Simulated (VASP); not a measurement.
Runs of VASP 6.6.1 on Ir. The structure is that of space group Fm-3m (No. 225), or close to it. The cells are those of the table. 

```csv
cell,gap on the mesh (eV),pressure (GPa)
"a = 2.646 Å, angles 60.0°, 1 atom",none,(a)
"a = 2.742 Å, angles 60.0°, 1 atom",none,-16.2
"a = 2.765 Å, angles 60.0°, 1 atom",none,-23.7
"a = 2.718 Å, angles 60.0°, 1 atom",none,-7.5
"a = 2.695 Å, angles 60.0°, 1 atom",none,(b)
```

Alike in all rows: task single point; level LDA; potentials or basis VASP PAW LDA potentials, release 64 (Ir); no spin polarisation; k mesh 22 × 22 × 22; cutoff (eV) 520; smearing gaussian 0.15 eV.

Estimate the missing entries.

(a) 29.1; (b) 2.8.

Caveats: spin-orbit coupling is left out, which moves the levels of the heavy elements; the cell stands under tension (at least some runs); the cell stands under pressure (at least some runs).

A k mesh can miss the band edges, and the runs leave out spin-orbit coupling on Ir.

A gap of «none» marks levels without a gap at the run's occupations.
